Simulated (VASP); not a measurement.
Input of a VASP 6.6.1 run:

The input INCAR:

```
SYSTEM = Zr4Al3N3O8
PREC     = Accurate       ! precision mode
ENCUT    = 520            ! plane-wave cutoff, eV
EDIFF    = 1E-6           ! SCF threshold, eV
ISMEAR   = -1             ! smearing method
SIGMA    = 0.3275         ! smearing width, eV
LREAL    = Auto         
LASPH    = .True.         ! aspherical terms in the spheres
NELM     = 100            ! most SCF steps
ALGO     = Normal         ! electronic algorithm
ISIF     = 2              ! what is computed and relaxed
LWAVE    = .False.        ! write WAVECAR
LCHARG   = .False.        ! write CHGCAR
GGA      = PE             ! functional
ISYM     = 0            
NBANDS   = 75             ! bands
```

The input KPOINTS:

```
regular mesh
0
Gamma
  1 1 1
  0 0 0
```

The input POSCAR:

```
Zr4Al3N3O8
1.0
    6.0660810000     -0.0976330000     -0.0814120000
   -0.0976330000      6.0975380000      0.1964320000
   -0.0814120000      0.1964320000      6.3961640000
Al N Zr O
3 3 4 8
Direct
    0.8287701848      0.8974147081      0.1815184652
    0.0459941083      0.5206489424      0.3450040304
    0.2860101147      0.3602151647      0.7005802025
    1.1543630944     -0.1696128941      0.1736580563
    0.5978878143      0.9745247553     -0.0317012828
    0.3742643823      1.0213826236      0.6202207105
    0.7876044724      0.3029052629     -0.0652855104
    0.6774255549      0.8556407052      0.7073713798
    0.1345902462      0.8905260039      0.8196286801
    0.4110348843      0.0863290302      0.2703328726
    0.8047117895      0.1610309031      0.2918484538
   -0.0864144908      0.0914985373      0.6938955259
   -0.1717797497      0.6149369068      0.1711048654
    0.2834401901      0.3433560837      0.3519047214
    0.3789321971      0.2457669735      0.9443869998
    0.6367175490     -0.2039424212      0.4077253596
    0.4880431929      0.5431036101      0.7326770615
    0.0027773472      0.5638939340      0.6541167950
```

Potentials or basis: VASP PAW PBE potentials, release 64 (Al, N, Zr_sv, O).

Run with:

```console
$ cat potpaw_PBE.64/Al/POTCAR potpaw_PBE.64/N/POTCAR potpaw_PBE.64/Zr_sv/POTCAR potpaw_PBE.64/O/POTCAR > POTCAR
$ mpirun -np 1 vasp_gam > vasp.out
```

(1) Estimate the largest force.

(2) Estimate the pressure.

Results:

(1) 6.124 eV/Å.

(2) -0.8 GPa.

Caveat: the k points lie up to 1.04 Å⁻¹ apart; the atoms stand as in a frame of molecular dynamics.
